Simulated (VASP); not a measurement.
Write the native input for VASP 6.6.1 that does the following.

| Item | Value |
| --- | --- |
| Task | single point |
| Functional | PBE |
| Potentials or basis | VASP PAW PBE potentials, release 64 (Al, N) |
| Cutoff | 520 eV |
| k mesh | 9 × 9 × 6 |
| Occupations | gaussian, width 0.05 eV |
| Spin | no spin polarisation |
| Dipole correction | no |
| Further INCAR settings | ALGO = Normal; EDIFF = 1e-07; NBANDS = 16 |

The structure of AlN lies in POSCAR:

```
AlN
1.0
    3.3134793407      0.0000000000      0.0000000000
   -1.6567396703      2.8695572839      0.0000000000
    0.0000000000      0.0000000000      4.1875902417
Al N
2 2
Direct
    0.3333333333      0.6666666667      0.7576365105
    0.6666666667      0.3333333333      0.2576365105
    0.3333333333      0.6666666667      0.2352898692
    0.6666666667      0.3333333333      0.7352898692
```

This cell differs from its parent crystal: mode 4 frozen in at -0.062 Å and mode 10 at +0.000 Å (largest displacements).

These files were run (other wordings do the same):

INCAR

```
SYSTEM = AlN
PREC = Accurate ; ENCUT = 520
EDIFF = 1E-7 ; ISMEAR = 0
SIGMA = 0.05 ; LREAL = .FALSE.
LASPH = .TRUE. ; NELM = 60
ALGO = Normal ; ISIF = 2
LWAVE = .FALSE. ; LCHARG = .FALSE.
GGA = PE ; NBANDS = 16
```

KPOINTS

```
regular mesh
0
G
  9 9 6
  0 0 0
```

Potentials or basis: VASP PAW PBE potentials, release 64 (Al, N).

The run is started by

```bash
$ cat potpaw_PBE.64/Al/POTCAR potpaw_PBE.64/N/POTCAR > POTCAR
$ mpirun -np 1 vasp_std > vasp.out
```

It gave:

| Quantity | Value |
| --- | --- |
| Pressure | 0.6 GPa |
| Largest force | 0.169 eV/Å |
| Band gap on the k mesh | 3.30 eV, direct |

Caveat: the cell differs from its parent crystal (mode 4 frozen in at -0.062 Å and mode 10 at +0.000 Å (largest displacements)).

It took 16 s on 1 thread of Intel(R) Xeon(R) 6975P-C (Granite Rapids), with other jobs on the host, peak memory 0.16 GiB.
